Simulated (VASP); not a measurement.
The system is BN.

```
CELL_PARAMETERS angstrom
2.51942 0.00000 0.00000
-1.25971 2.18188 0.00000
0.00000 0.00000 4.16973
ATOMIC_POSITIONS crystal
N 0.33333 0.66667 0.12528
N 0.66667 0.33333 0.62528
B 0.33333 0.66667 0.49972
B 0.66667 0.33333 0.99972
```

Program: VASP 6.6.1. Alike in all runs: task single point; no spin polarisation; cell as given; k mesh 12 × 12 × 6; smearing fermi-dirac 0.05 eV.

**Question.** Order these runs on this cell by their band gap on the k mesh, lowest first.
A. level PBE; potentials or basis VASP PAW PBE potentials, release 64 (N, B); cutoff (eV) 520
B. level LDA; potentials or basis VASP PAW LDA potentials, release 64 (N_h, B_h); cutoff (eV) 910; second run hard_potentials
C. level r2SCAN; potentials or basis VASP PAW PBE potentials, release 64 (N, B); cutoff (eV) 520

**Answer.** B (4.90 eV), A (5.13 eV), C (5.67 eV).

A k mesh can miss the band edges.
